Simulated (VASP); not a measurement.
# W (I4/mmm) in VASP: notebook, part 2 of 3

VASP 6.6.1. The steps go on from the part before.

## (4) Single point, PBE (strain -0.030 along x and y, +0.015 along z)

Contents of INCAR:

```
PREC = Accurate
ENCUT = 520
EDIFF = 1E-6
ISMEAR = 0
SIGMA = 0.15
LREAL = F
LASPH = T
NELM = 100
ALGO = Fast
ISIF = 2
LWAVE = F
LCHARG = F
GGA = PE
NBANDS = 13
```

Contents of KPOINTS:

```
Automatic mesh
0
Gamma
  26 26 26
```

Contents of POSCAR:

```
W
1.0
   -1.5440259427      1.5440259427      1.6156560122
    1.5440259427     -1.5440259427      1.6156560122
    1.5440259427      1.5440259427     -1.6156560122
W
1
Direct
    0.0000000000      0.0000000000      0.0000000000
```

Potentials or basis: VASP PAW PBE potentials, release 64 (W_sv).

Run with:

```console
$ cat potpaw_PBE.64/W_sv/POTCAR > POTCAR
$ mpirun -np 1 vasp_std > vasp.out
```

OUTCAR:

```text
PREC = Accurate
   ENCUT = 520
   EDIFF = 1E-6
   ISMEAR = 0
   LREAL = F
   LASPH = T
   NELM = 100
   ISIF = 2
   GGA = PE

 ion  position               nearest neighbor table
   1  0.000  0.000  0.000-

  LATTYP: Found a body centered tetragonal cell.
 ALAT       =     3.0880518854
 C/A-ratio  =     1.0463917526

  Lattice vectors:

 A1 = (  -1.5440259427,   1.5440259427,   1.6156560122)
 A2 = (   1.5440259427,  -1.5440259427,   1.6156560122)
 A3 = (   1.5440259427,   1.5440259427,  -1.6156560122)

Analysis of symmetry for initial positions (statically):
=====================================================================
 Subroutine PRICEL returns:
 Original cell was already a primitive cell.

 Routine SETGRP: Setting up the symmetry group for a
 body centered tetragonal supercell.

 Subroutine GETGRP returns: Found 16 space group operations
 (whereof 16 operations were pure point group operations)
 out of a pool of 16 trial point group operations.

The static configuration has the point symmetry D_4h.

Analysis of symmetry for dynamics (positions and initial velocities):
=====================================================================
 Subroutine PRICEL returns:
 Original cell was already a primitive cell.

 Routine SETGRP: Setting up the symmetry group for a
 body centered tetragonal supercell.

 Subroutine GETGRP returns: Found 16 space group operations
 (whereof 16 operations were pure point group operations)
 out of a pool of 16 trial point group operations.

The dynamic configuration has the point symmetry D_4h.

 Subroutine INISYM returns: Found 16 space group operations
 (whereof 16 operations are pure point group operations),
 and found     1 'primitive' translations

----------------------------------------------------------------------------------------

                                     Primitive cell

  volume of cell :      15.4070

  direct lattice vectors                    reciprocal lattice vectors
    -1.544025943  1.544025943  1.615656012     0.000000000  0.323828756  0.309471816
     1.544025943 -1.544025943  1.615656012     0.323828756  0.000000000  0.309471816
     1.544025943  1.544025943 -1.615656012     0.323828756  0.323828756  0.000000000

  length of vectors
     2.716316729  2.716316729  2.716316729     0.447926186  0.447926186  0.457963018

  position of ions in fractional coordinates (direct lattice)
     0.000000000  0.000000000  0.000000000

  ion indices of the primitive-cell ions
   primitive index   ion index
                 1           1

----------------------------------------------------------------------------------------

 KPOINTS: Automatic mesh

Automatic generation of k-mesh.
 Grid dimensions read from file:
 generate k-points for:   26   26   26

 Generating k-lattice:

  Cartesian coordinates                     Fractional coordinates (reciprocal lattice)
     0.000000000  0.012454952  0.011902762     0.038461538 -0.000000000  0.000000000
     0.012454952  0.000000000  0.011902762    -0.000000000  0.038461538  0.000000000
     0.012454952  0.012454952  0.000000000     0.000000000  0.000000000  0.038461538

  Length of vectors
     0.017227930  0.017227930  0.017613962

  Shift w.r.t. Gamma in fractional coordinates (k-lattice)
     0.000000000  0.000000000  0.000000000

 Subroutine IBZKPT returns following result:
 ===========================================

 Found   1330 irreducible k-points:

 Following reciprocal coordinates:
            Coordinates               Weight
  0.000000  0.000000  0.000000      1.000000
  0.038462  0.000000  0.000000      8.000000
  0.076923  0.000000  0.000000      8.000000
  0.115385 -0.000000  0.000000      8.000000
  0.153846 -0.000000  0.000000      8.000000
  0.192308 -0.000000  0.000000      8.000000
[... 16 lines left out ...]
  0.346154  0.038462  0.000000     16.000000
  0.384615  0.038462  0.000000     16.000000
 [... further k-points ...]
   k-points           NKPTS =   1330   k-points in BZ     NKDIM =   1330   number of bands    NBANDS=     13
   number of dos      NEDOS =    301   number of ions     NIONS =      1
   total plane-waves  NPLWV =   8000
   dimension x,y,z NGX =    20 NGY =   20 NGZ =   20
   dimension x,y,z NGXF=    40 NGYF=   40 NGZF=   40
   ions per type =               1
   NGX,Y,Z   is equivalent  to a cutoff of  12.24, 12.24, 12.24 a.u.
   NGXF,Y,Z  is equivalent  to a cutoff of  24.48, 24.48, 24.48 a.u.
 SYSTEM =  unknown system
   PREC   = accura    normal or accurate (medium, high low for compatibility)
   ISTART =      0    job   : 0-new  1-cont  2-samecut
   ICHARG =      2    charge: 1-file 2-atom 10-const
   ISPIN  =      1    spin polarized calculation?
   LNONCOLLINEAR =      F non collinear calculations
   LSORBIT =      F    spin-orbit coupling
   LASPH  =      T    aspherical Exc in radial PAW
   ENCUT  =  520.0 eV  38.22 Ry    6.18 a.u.   5.05  5.05  5.05*2*pi/ulx,y,z
   NELM   =    100;   NELMIN=  2; NELMDL= -5     # of ELM steps
   EDIFF  = 0.1E-05   stopping-criterion for ELM
   LREAL  =      F    real-space projection
[... 7 lines left out ...]
   TEBEG  =    0.0;   TEEND  =   0.0 temperature during run
   PSTRESS=    0.0 pullay stress
   NELECT =      14.0000    total number of electrons
   NUPDOWN=      -1.0000    fix difference up-down
   EMIN   =  10.00;   EMAX   =-10.00  energy-range for DOS
   EFERMI =   0.00;   METHOD = LEGACY
   ISMEAR =     0;   SIGMA  =   0.15  broadening in eV -4-tet -1-fermi 0-gaus
   EFERMI_NEDOS =   21; number of points for ismear=-14 and -15
   IALGO  =     68    algorithm
   IMIX   =      4    mixing-type and parameters
     AMIX     =   0.40;   BMIX     =  1.00
     AMIX_MAG =   1.60;   BMIX_MAG =  1.00
  volume/ion in A,a.u.               =      15.41       103.97
  Fermi-wavevector in a.u.,A,eV,Ry     =   1.585665  2.996473 34.209591  2.514334
  Thomas-Fermi vector in A             =   2.685095
   LORBIT       =      0    0 simple, 1 ext, 2 COOP (PROOUT), +10 PAW based schemes
   GGA     = PE    functional components
   LHFCALC =     F    Hartree Fock is set to
   AEXX    =    0.0000 exact exchange contribution
   IVDW    =     0    specifies the selected vdW correction
   LEPSILON=     F    determine dielectric tensor
   LRPA    =     F    only Hartree local field effects (RPA)
 non-spin polarized calculation
 RMM-DIIS sequential band-by-band and
 Gauss-broadening in eV      SIGMA  =   0.15
  energy-cutoff  :      520.00
  volume of cell :       15.41
 maximum number of plane-waves:       434
   NGX = 11   NGY = 11   NGZ = 11

 number of electron      14.0000003 magnetization

 Free energy of the ion-electron system (eV)
  ---------------------------------------------------
  ext. energy  EPLUGINS =         0.00000000
  ---------------------------------------------------
  free energy    TOTEN  =       -12.89812877 eV

  energy without entropy =      -12.89278946  energy(sigma->0) =      -12.89545912

 E-fermi :  11.8723     XC(G=0): -13.8024

 val. band max:       11.8719254673   @ k =  -0.1923   0.3462   0.1923
 cond. band min:      11.8738250714   @ k =   0.4615   0.0769   0.0385
 fundamental gap:      0.0018996041
 Fermi energy:        11.8723382510

 k-point     1 :       0.0000    0.0000    0.0000
  band No.  band energies     occupation
      1     -62.2849      2.00000
      2     -25.8124      2.00000
      3     -25.7975      2.00000
      4     -25.7975      2.00000
      5       2.0667      2.00000
      6      10.4048      2.00000
      7      10.4048      2.00000
      8      11.0086      2.00000
      9      13.7560      0.00000
     10      14.5731      0.00000
     11      25.8850      0.00000
     12      26.7606      0.00000
     13      26.7606      0.00000

 k-point     2 :       0.0385    0.0000    0.0000
  band No.  band energies     occupation
      1     -62.2828      2.00000
      2     -25.8294      2.00000
      3     -25.8041      2.00000
      4     -25.8029      2.00000
      5       2.1404      2.00000
      6      10.3980      2.00000
      7      10.4181      2.00000
      8      11.0217      2.00000
      9      13.7031      0.00000
     10      14.5457      0.00000
     11      26.0183      0.00000
[... 339 lines left out ...]
 k-point    24 :       0.3846    0.0385    0.0000
  band No.  band energies     occupation
      1     -62.1475      2.00000
      2     -27.1007      2.00000
      3     -26.2033      2.00000
      4     -25.8116      2.00000
      5       5.4795      2.00000
      6       8.5570      2.00000
      7      11.2959      2.00000
      8      13.7816      0.00000
      9      14.9374      0.00000
     10      17.1444      0.00000
     11      23.8996      0.00000
     12      24.7932      0.00000
     13      30.9588      0.00000

 [... further k-points ...]
[... 5 lines left out ...]
  --------------------------------------------------------------------------------------
  -------------------------------------------------------------------------------------
  Total        2.0691398      2.0691398      0.6124148      0.0000000      0.0000000      0.0000000
  in kB      215.1703030    215.1703030     63.6851499      0.0000000      0.0000000      0.0000000
  external PRESSURE =     164.6752519 kB  Pullay stress =       0.0000000 kB

 VOLUME and BASIS-vectors are now :
 -----------------------------------------------------------------------------
  energy-cutoff  :      520.00
  volume of cell :       15.41
      direct lattice vectors                 reciprocal lattice vectors
    -1.544025943  1.544025943  1.615656012     0.000000000  0.323828756  0.309471816
     1.544025943 -1.544025943  1.615656012     0.323828756  0.000000000  0.309471816
     1.544025943  1.544025943 -1.615656012     0.323828756  0.323828756  0.000000000

 POSITION                                       TOTAL-FORCE (eV/Angst)
 -----------------------------------------------------------------------------------
      0.00000      0.00000      0.00000         0.000000     -0.000000      0.000000
 -----------------------------------------------------------------------------------
    total drift:                                0.000000     -0.000000      0.000000

  FREE ENERGIE OF THE ION-ELECTRON SYSTEM (eV)
  ---------------------------------------------------
  free  energy   TOTEN  =       -12.8981287722 eV

  energy  without entropy=      -12.8927894641  energy(sigma->0) =      -12.89545912
```

stdout:

```text
POSCAR found type information on POSCAR W
 POSCAR found :  1 types and       1 ions
 scaLAPACK will be used
 LDA part: xc-table for (Slater+PW92), standard interpolation
 POSCAR, INCAR and KPOINTS ok, starting setup
 FFT: planning ... GRIDC
 FFT: planning ... GRID_SOFT
 FFT: planning ... GRID
 WAVECAR not read
 entering main loop
WARNING in EDDRMM: call to ZHEGV failed, returncode =   8  4     13
WARNING in EDDRMM: call to ZHEGV failed, returncode =   8  4     13
WARNING in EDDRMM: call to ZHEGV failed, returncode =   8  4     13
WARNING in EDDRMM: call to ZHEGV failed, returncode =   8  4     11
WARNING in EDDRMM: call to ZHEGV failed, returncode =   6  3     11
WARNING in EDDRMM: call to ZHEGV failed, returncode =   8  4     13
```

Wall time 87 s (1 thread of Intel Xeon 6975P-C (Granite Rapids), shared host); peak memory 0.34 GiB.

What came out:

```
Free energy            : -12.8981 eV
Pressure               : 16.5 GPa
Band gap on the k mesh : zero (bands 7 and 8 overlap by 6.21 eV)
```

Stress tensor (GPa, compression positive):
```
21.52  0.00  0.00
 0.00 21.52  0.00
 0.00  0.00  6.37
```

Caveat: the cell differs from its parent crystal (strain -0.030 along x and y, +0.015 along z); the cell stands under pressure; spin-orbit coupling is left out, which moves the levels of the heavy elements.

## (5) Single point, PBE (strain +0.030 along x and y, +0.000 along z)

Contents of INCAR:

```
PREC = Accurate ; ENCUT = 520
EDIFF = 1E-7 ; ISMEAR = 0
SIGMA = 0.15 ; LREAL = F
LASPH = T ; NELM = 80
ALGO = Fast ; ISIF = 2
LWAVE = F ; LCHARG = F
GGA = PE ; NBANDS = 13
```

KPOINTS is that of step 4.

Contents of POSCAR:

```
W
1.0
   -1.6395327021      1.6395327021      1.5917793224
    1.6395327021     -1.6395327021      1.5917793224
    1.6395327021      1.6395327021     -1.5917793224
W
1
Direct
    0.0000000000      0.0000000000      0.0000000000
```

Run with:

```console
$ cat potpaw_PBE.64/W_sv/POTCAR > POTCAR
$ mpirun -np 1 vasp_std > vasp.out
```

It took 1.9 min on 1 thread of Intel Xeon 6975P-C (Granite Rapids), shared host; peak memory 0.38 GiB.

Results (log left out):

```yaml
Free_energy: -12.9010 eV
Pressure: -15.4 GPa
Band_gap_on_the_k_mesh: zero (bands 7 and 8 overlap by 5.67 eV)
```

Stress tensor (GPa, compression positive):
```
-18.03   0.00   0.00
  0.00 -18.03   0.00
  0.00   0.00 -10.00
```

Levels at points of the mesh, in eV from the Fermi level:
| k point | band 3 | band 4 | band 5 | band 6 | band 7 | band 8 | band 9 | band 10 | band 11 | band 12 |
| --- | --- | --- | --- | --- | --- | --- | --- | --- | --- | --- |
| (0.00, 0.00, 0.00) | -37.95 | -37.94 | -9.20 | -1.34 | -0.97 | -0.97 | 1.84 | 2.32 | 14.17 | 14.17 |
| (0.50, 0.00, 0.00) | -38.29 | -37.96 | -5.78 | -3.33 | 0.53 | 2.03 | 2.98 | 5.51 | 9.97 | 11.24 |
| (0.50, 0.50, 0.00) | -38.25 | -37.94 | -5.80 | -2.95 | 0.32 | 1.63 | 2.67 | 5.44 | 9.75 | 11.41 |
| (0.50, 0.50, 0.50) | -38.67 | -38.60 | -5.27 | -5.20 | 4.60 | 4.60 | 4.71 | 7.41 | 7.41 | 8.20 |

Caveat: the cell differs from its parent crystal (strain +0.030 along x and y, +0.000 along z); the cell stands under tension; spin-orbit coupling is left out, which moves the levels of the heavy elements.

(Part 2 of 3 ends here.)
